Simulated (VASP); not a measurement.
# BN (Qingsongite) (F-43m) in VASP: notebook

BN (Qingsongite) is run at these levels: PBE; tasks: single point.

Program: VASP 6.6.1. These are calculated values, not measurements. Logs are shortened: lines on timing, memory, paths and dates and some standing lists are left out, and cuts for length are marked.

## Step 1: The cell of the first run

It takes space group F-43m (No. 216, cubic). Conventional cell: a = 3.585 Å, b = 3.585 Å, c = 3.585 Å, α = 90.00°, β = 90.00°, γ = 90.00°. Within 2.1 Å of B (site symmetry -43m) lie 4 N at 1.55 Å. Within 2.1 Å of N (site symmetry -43m) lie 4 B at 1.55 Å.

## Step 2: Single point, PBE

Input file INCAR:

```
SYSTEM = BN
ALGO = Normal
EDIFF = 1E-6
ENCUT = 520
GGA = PE
ISIF = 2
ISMEAR = 0
LASPH = .True.
LCHARG = .True.
LELF = .True.
LREAL = .False.
LVHAR = .True.
LWAVE = .False.
NBANDS = 11
NELM = 60
PREC = Accurate
SIGMA = 0.01
```

Input file KPOINTS:

```
k-points
0
Gamma
  10 10 10
  0 0 0
```

Input file POSCAR:

```
BN
1.0
    0.0000000000      1.7923102062      1.7923102062
    1.7923102062      0.0000000000      1.7923102062
    1.7923102062      1.7923102062      0.0000000000
B N
1 1
Direct
    0.0000000000      0.0000000000      0.0000000000
    0.2500000000      0.2500000000      0.2500000000
```

Potentials or basis: VASP PAW PBE potentials, release 64 (B, N).

Started as:

```console
$ cat potpaw_PBE.64/B/POTCAR potpaw_PBE.64/N/POTCAR > POTCAR
$ mpirun -np 1 vasp_std > vasp.out
```

OUTCAR:

```text
SYSTEM = BN
   EDIFF = 1E-6
   ENCUT = 520
   GGA = PE
   ISIF = 2
   ISMEAR = 0
   LASPH = .True.
   LREAL = .False.
   NELM = 60
   PREC = Accurate

 ion  position               nearest neighbor table
   1  0.000  0.000  0.000-   2 1.55   2 1.55   2 1.55   2 1.55
   2  0.250  0.250  0.250-   1 1.55   1 1.55   1 1.55   1 1.55

  LATTYP: Found a face centered cubic cell.
 ALAT       =     3.5846204124

  Lattice vectors:

 A1 = (   0.0000000000,   1.7923102062,   1.7923102062)
 A2 = (   1.7923102062,   0.0000000000,   1.7923102062)
 A3 = (   1.7923102062,   1.7923102062,   0.0000000000)

Analysis of symmetry for initial positions (statically):
=====================================================================
 Subroutine PRICEL returns:
 Original cell was already a primitive cell.

 Routine SETGRP: Setting up the symmetry group for a
 face centered cubic supercell.

 Subroutine GETGRP returns: Found 24 space group operations
 (whereof 24 operations were pure point group operations)
 out of a pool of 48 trial point group operations.

The static configuration has the point symmetry T_d .

Analysis of symmetry for dynamics (positions and initial velocities):
=====================================================================
 Subroutine PRICEL returns:
 Original cell was already a primitive cell.

 Routine SETGRP: Setting up the symmetry group for a
 face centered cubic supercell.

 Subroutine GETGRP returns: Found 24 space group operations
 (whereof 24 operations were pure point group operations)
 out of a pool of 48 trial point group operations.

The dynamic configuration has the point symmetry T_d .

 Subroutine INISYM returns: Found 24 space group operations
 (whereof 24 operations are pure point group operations),
 and found     1 'primitive' translations

----------------------------------------------------------------------------------------

                                     Primitive cell

  volume of cell :      11.5151

  direct lattice vectors                    reciprocal lattice vectors
     0.000000000  1.792310206  1.792310206    -0.278969566  0.278969566  0.278969566
     1.792310206  0.000000000  1.792310206     0.278969566 -0.278969566  0.278969566
     1.792310206  1.792310206  0.000000000     0.278969566  0.278969566 -0.278969566

  length of vectors
     2.534709402  2.534709402  2.534709402     0.483189462  0.483189462  0.483189462

  position of ions in fractional coordinates (direct lattice)
     0.000000000  0.000000000  0.000000000
     0.250000000  0.250000000  0.250000000

  ion indices of the primitive-cell ions
   primitive index   ion index
                 1           1
                 2           2

----------------------------------------------------------------------------------------

 KPOINTS: k-points

Automatic generation of k-mesh.
 Grid dimensions read from file:
 generate k-points for:   10   10   10

 Generating k-lattice:

  Cartesian coordinates                     Fractional coordinates (reciprocal lattice)
    -0.027896957  0.027896957  0.027896957     0.100000000  0.000000000  0.000000000
     0.027896957 -0.027896957  0.027896957     0.000000000  0.100000000  0.000000000
     0.027896957  0.027896957 -0.027896957     0.000000000  0.000000000  0.100000000

  Length of vectors
     0.048318946  0.048318946  0.048318946

  Shift w.r.t. Gamma in fractional coordinates (k-lattice)
     0.000000000  0.000000000  0.000000000

 Subroutine IBZKPT returns following result:
 ===========================================

 Found     47 irreducible k-points:

 Following reciprocal coordinates:
            Coordinates               Weight
  0.000000  0.000000  0.000000      1.000000
  0.100000  0.000000  0.000000      8.000000
  0.200000  0.000000  0.000000      8.000000
  0.300000  0.000000  0.000000      8.000000
  0.400000  0.000000  0.000000      8.000000
  0.500000  0.000000  0.000000      4.000000
[... 16 lines left out ...]
  0.300000  0.300000  0.000000      6.000000
  0.400000  0.300000  0.000000     24.000000
 [... further k-points ...]
   k-points           NKPTS =     47   k-points in BZ     NKDIM =     47   number of bands    NBANDS=     11
   number of dos      NEDOS =    301   number of ions     NIONS =      2
   total plane-waves  NPLWV =   8000
   dimension x,y,z NGX =    20 NGY =   20 NGZ =   20
   dimension x,y,z NGXF=    40 NGYF=   40 NGZF=   40
   ions per type =               1   1
   NGX,Y,Z   is equivalent  to a cutoff of  13.12, 13.12, 13.12 a.u.
   NGXF,Y,Z  is equivalent  to a cutoff of  26.24, 26.24, 26.24 a.u.
 SYSTEM =  BN
   PREC   = accura    normal or accurate (medium, high low for compatibility)
   ISTART =      0    job   : 0-new  1-cont  2-samecut
   ICHARG =      2    charge: 1-file 2-atom 10-const
   ISPIN  =      1    spin polarized calculation?
   LNONCOLLINEAR =      F non collinear calculations
   LSORBIT =      F    spin-orbit coupling
   LASPH  =      T    aspherical Exc in radial PAW
   ENCUT  =  520.0 eV  38.22 Ry    6.18 a.u.   4.71  4.71  4.71*2*pi/ulx,y,z
   NELM   =     60;   NELMIN=  2; NELMDL= -5     # of ELM steps
   EDIFF  = 0.1E-05   stopping-criterion for ELM
   LREAL  =      F    real-space projection
   EDIFFG = 0.1E-04   stopping-criterion for IOM
   NSW    =      0    number of steps for IOM
   IBRION =     -1    ionic relax: 0-MD 1-quasi-New 2-CG
   NFREE  =      0    steps in history (QN), initial steepest desc. (CG)
   ISIF   =      2    stress and relaxation
   ISYM   =      2    0-nonsym 1-usesym 2-fastsym
   POTIM  = 0.5000    time-step for ionic-motion
   TEBEG  =    0.0;   TEEND  =   0.0 temperature during run
   PSTRESS=    0.0 pullay stress
   NELECT =       8.0000    total number of electrons
   NUPDOWN=      -1.0000    fix difference up-down
   EMIN   =  10.00;   EMAX   =-10.00  energy-range for DOS
   EFERMI =   0.00;   METHOD = LEGACY
   ISMEAR =     0;   SIGMA  =   0.01  broadening in eV -4-tet -1-fermi 0-gaus
   EFERMI_NEDOS =   21; number of points for ismear=-14 and -15
   IALGO  =     38    algorithm
   IMIX   =      4    mixing-type and parameters
     AMIX     =   0.40;   BMIX     =  1.00
     AMIX_MAG =   1.60;   BMIX_MAG =  1.00
  volume/ion in A,a.u.               =       5.76        38.85
  Fermi-wavevector in a.u.,A,eV,Ry     =   1.449934  2.739978 28.603656  2.102309
  Thomas-Fermi vector in A             =   2.567604
   LORBIT       =      0    0 simple, 1 ext, 2 COOP (PROOUT), +10 PAW based schemes
   GGA     = PE    functional components
   LHFCALC =     F    Hartree Fock is set to
   AEXX    =    0.0000 exact exchange contribution
   IVDW    =     0    specifies the selected vdW correction
   LEPSILON=     F    determine dielectric tensor
   LRPA    =     F    only Hartree local field effects (RPA)
 non-spin polarized calculation
 Gauss-broadening in eV      SIGMA  =   0.01
  energy-cutoff  :      520.00
  volume of cell :       11.52
 maximum number of plane-waves:       331
   NGX =  9   NGY =  9   NGZ =  9

 number of electron       7.9999998 magnetization

 Free energy of the ion-electron system (eV)
  ---------------------------------------------------
  ext. energy  EPLUGINS =         0.00000000
  ---------------------------------------------------
  free energy    TOTEN  =       -17.43396789 eV

  energy without entropy =      -17.43396789  energy(sigma->0) =      -17.43396789

 E-fermi :   7.9157     XC(G=0): -12.9475

 val. band max:        7.7179190256   @ k =   0.0000   0.0000   0.0000
 cond. band min:      12.2037352651   @ k =   0.5000   0.5000   0.0000
 fundamental gap:      4.4858162395
 Fermi energy:         7.9157287114

 k-point     1 :       0.0000    0.0000    0.0000
  band No.  band energies     occupation
      1     -12.8036      2.00000
      2       7.7179      2.00000
      3       7.7179      2.00000
      4       7.7179      2.00000
      5      16.6585      0.00000
      6      16.6585      0.00000
      7      16.6585      0.00000
      8      18.4823      0.00000
      9      32.9497      0.00000
     10      35.7970      0.00000
     11      35.7970      0.00000

 k-point     2 :       0.1000    0.0000    0.0000
  band No.  band energies     occupation
      1     -12.5554      2.00000
      2       6.4263      2.00000
      3       7.4568      2.00000
      4       7.4568      2.00000
      5      16.9812      0.00000
      6      17.0538      0.00000
      7      17.0538      0.00000
      8      19.2478      0.00000
      9      32.5766      0.00000
     10      33.1425      0.00000
     11      33.1425      0.00000

 k-point     3 :       0.2000    0.0000    0.0000
  band No.  band energies     occupation
      1     -11.8244      2.00000
      2       3.6612      2.00000
      3       6.8708      2.00000
      4       6.8708      2.00000
      5      17.4246      0.00000
      6      17.8679      0.00000
      7      17.8679      0.00000
      8      20.8755      0.00000
      9      31.6455      0.00000
     10      31.6455      0.00000
     11      31.7932      0.00000

 k-point     4 :       0.3000    0.0000    0.0000
  band No.  band energies     occupation
      1     -10.6668      2.00000
      2       0.6450      2.00000
      3       6.2790      2.00000
      4       6.2790      2.00000
      5      17.8191      0.00000
      6      18.4390      0.00000
      7      18.4390      0.00000
      8      22.2363      0.00000
      9      31.3223      0.00000
     10      31.9255      0.00000
     11      31.9255      0.00000
[... 239 lines left out ...]
 k-point    22 :      -0.2000    0.2000    0.0000
  band No.  band energies     occupation
      1     -10.2843      2.00000
      2       1.4491      2.00000
      3       3.3493      2.00000
      4       6.3891      2.00000
      5      18.4698      0.00000
      6      18.8580      0.00000
      7      19.4489      0.00000
      8      21.7877      0.00000
      9      29.2207      0.00000
     10      30.3884      0.00000
     11      35.0242      0.00000

 k-point    23 :       0.3000    0.3000    0.0000
  band No.  band energies     occupation
      1      -9.9714      2.00000
      2       2.4388      2.00000
      3       3.9574      2.00000
      4       3.9574      2.00000
      5      13.9368      0.00000
      6      18.6809      0.00000
      7      22.7377      0.00000
      8      22.7377      0.00000
      9      26.8465      0.00000
     10      35.6444      0.00000
     11      39.9656      0.00000

 k-point    24 :       0.4000    0.3000    0.0000
  band No.  band energies     occupation
      1      -8.9390      2.00000
      2       0.8413      2.00000
      3       3.0952      2.00000
      4       3.5388      2.00000
      5      13.8888      0.00000
      6      18.5202      0.00000
      7      23.5293      0.00000
      8      23.6036      0.00000
      9      27.8158      0.00000
     10      35.3381      0.00000
     11      39.9294      0.00000

 [... further k-points ...]

------------------------ aborting loop because EDIFF is reached ----------------------------------------

  FORCE on cell =-STRESS in cart. coord.  units (eV):
  Direction    XX          YY          ZZ          XY          YZ          ZX
  --------------------------------------------------------------------------------------
  -------------------------------------------------------------------------------------
  Total        0.9719524      0.9719524      0.9719524      0.0000000      0.0000000     -0.0000000
  in kB      135.2340528    135.2340528    135.2340528      0.0000000      0.0000000     -0.0000000
  external PRESSURE =     135.2340528 kB  Pullay stress =       0.0000000 kB

 VOLUME and BASIS-vectors are now :
 -----------------------------------------------------------------------------
  energy-cutoff  :      520.00
  volume of cell :       11.52
      direct lattice vectors                 reciprocal lattice vectors
     0.000000000  1.792310206  1.792310206    -0.278969566  0.278969566  0.278969566
     1.792310206  0.000000000  1.792310206     0.278969566 -0.278969566  0.278969566
     1.792310206  1.792310206  0.000000000     0.278969566  0.278969566 -0.278969566

 POSITION                                       TOTAL-FORCE (eV/Angst)
 -----------------------------------------------------------------------------------
      0.00000      0.00000      0.00000         0.000000      0.000000      0.000000
      0.89616      0.89616      0.89616        -0.000000     -0.000000     -0.000000
 -----------------------------------------------------------------------------------
    total drift:                                0.000000      0.000000      0.000000

  FREE ENERGIE OF THE ION-ELECTRON SYSTEM (eV)
  ---------------------------------------------------
  free  energy   TOTEN  =       -17.4339678904 eV

  energy  without entropy=      -17.4339678904  energy(sigma->0) =      -17.43396789
```

Run time: 3.7 s. Hardware: 1 thread of Intel Xeon 6975P-C, shared host; peak memory 0.12 GiB.

What came out:

```yaml
Free_energy: -17.4340 eV
Pressure: 13.5 GPa
Band_gap_on_the_k_mesh: 4.49 eV, indirect (least direct gap 8.94 eV)
```

A k mesh can miss the band edges. Expect the measured gap to be larger: semilocal functionals such as PBE lack the derivative discontinuity.

## Step 3: Single point, PBE

This run uses another cell than the first one, of 5.91 Å³/atom, 1.026 times its volume.

Input file INCAR:

```
SYSTEM = BN
PREC = Accurate
ENCUT = 520
EDIFF = 1E-6
ISMEAR = 0
SIGMA = 0.01
LREAL = .False.
LASPH = .True.
NELM = 80
ALGO = Normal
ISIF = 2
LWAVE = .False.
LCHARG = .True.
GGA = PE
LELF = .True.
LVHAR = .True.
NBANDS = 11
```

Input file KPOINTS:

```
Automatic mesh
0
Gamma
  10 10 10
  0 0 0
```

Input file POSCAR:

```
BN
1.0
    0.0000000000      1.8075000000      1.8075000000
    1.8075000000      0.0000000000      1.8075000000
    1.8075000000      1.8075000000      0.0000000000
B N
1 1
Direct
    0.0000000000      0.0000000000      0.0000000000
    0.2500000000      0.2500000000      0.2500000000
```

Potentials or basis: VASP PAW PBE potentials, release 64 (B, N).

Started as:

```console
$ cat potpaw_PBE.64/B/POTCAR potpaw_PBE.64/N/POTCAR > POTCAR
$ mpirun -np 1 vasp_std > vasp.out
```

It took 3.3 s on 1 thread of Intel Xeon 6975P-C, shared host; peak memory 0.12 GiB.

Results (log left out):

| Quantity | Value |
| --- | --- |
| Free energy | -17.4498 eV |
| Pressure | 3.3 GPa |
| Band gap on the k mesh | 4.46 eV, indirect (least direct gap 8.82 eV) |

Levels at points of the mesh, in eV from the valence-band top:
| k point | band 1 | band 2 | band 3 | band 4 | band 5 | band 6 | band 7 | band 8 | band 9 |
| --- | --- | --- | --- | --- | --- | --- | --- | --- | --- |
| (0.00, 0.00, 0.00) | -20.23 | 0.00 | 0.00 | 0.00 | 8.82 | 8.82 | 8.82 | 10.35 | 24.75 |
| (0.50, 0.00, 0.00) | -16.01 | -10.69 | -1.94 | -1.94 | 10.15 | 10.71 | 10.71 | 15.26 | 23.46 |
| (0.50, 0.50, 0.00) | -14.65 | -8.92 | -4.90 | -4.90 | 4.46 | 9.23 | 17.92 | 17.92 | 20.78 |
